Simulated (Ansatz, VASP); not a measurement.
## HgTe in VASP and in Ansatz

Contents of POSCAR:

```
HgTe
1.0
    0.0000000000      3.1800000000      3.1800000000
    3.1800000000      0.0000000000      3.1800000000
    3.1800000000      3.1800000000      0.0000000000
Hg Te
1 1
Direct
    0.0000000000      0.0000000000      0.0000000000
    0.5000000000      0.5000000000      0.5000000000
```

Contents of INCAR.step1:

```
SYSTEM = HgTe
PREC = Accurate
ENCUT = 520
ISMEAR = -1
SIGMA = 0.05
LREAL = .FALSE.
LASPH = .TRUE.
NELM = 60
NBANDS = 16
GGA = PE
ALGO = Normal
EDIFF = 1E-4
LWAVE = .TRUE.
LCHARG = .FALSE.
```

File INCAR.step2:

```
SYSTEM = HgTe
PREC = Accurate
ENCUT = 520
EDIFF = 1E-7
ISMEAR = -1
SIGMA = 0.05
LREAL = .FALSE.
LASPH = .TRUE.
NELM = 60
ALGO = Normal
ISIF = 2
LWAVE = .FALSE.
LCHARG = .FALSE.
METAGGA = R2SCAN
LMIXTAU = .TRUE.
NBANDS = 16
ISTART = 1
```

File KPOINTS:

```
regular mesh
0
G
  7 7 7
  0 0 0
```

File input.yaml:

```yaml
crystal:
  lattice:
    - [0.0, 3.18, 3.18]
    - [3.18, 0.0, 3.18]
    - [3.18, 3.18, 0.0]
  atoms:
    - { symbol: Hg, position: [0.0, 0.0, 0.0] }
    - { symbol: Te, position: [0.5, 0.5, 0.5] }
hamiltonian:
  xc: r2scan
  pseudopotentials: { kind: paw }
kpoints:
  mp_grid: { grid: [7, 7, 7] }
scf:
  occupations: { method: fermi_dirac, width: 0.05 }
output:
  forces: true
  stress: true
  eigenvalues: true
```

Alike in both runs: task single point; functional r2SCAN; k mesh 7 × 7 × 7; occupations fermi-dirac, width 0.05 eV; no spin polarisation.

|  | VASP | Ansatz |
| --- | --- | --- |
| version | VASP 6.6.1 | Ansatz 0.2.0 |
| potentials or method | VASP PAW PBE potentials, release 64 (Hg, Te) | Ansatz PAW |
| plane-wave cutoff (eV) | 520 | 500 |
| valence electrons in the cell | 18 | 36 |

VASP gave:

```
gap on the k mesh at the Fermi level (eV) : none
pressure (GPa)                            : -4.9
```

Question: Estimate Ansatz's values.

Answer: gap on the k mesh at the Fermi level (eV): none; pressure (GPa): -5.0.

VASP's potentials were made for PBE, not for r2SCAN. A gap of «none» marks a metal or a gap that the smearing closes. With one functional, cell and mesh, what is left measures potentials, basis and numerics. VASP's potentials hold 18 valence electrons a cell and Ansatz's 36, so a difference there can come from the potentials and not from the codes.

Neither program's run includes spin-orbit coupling.
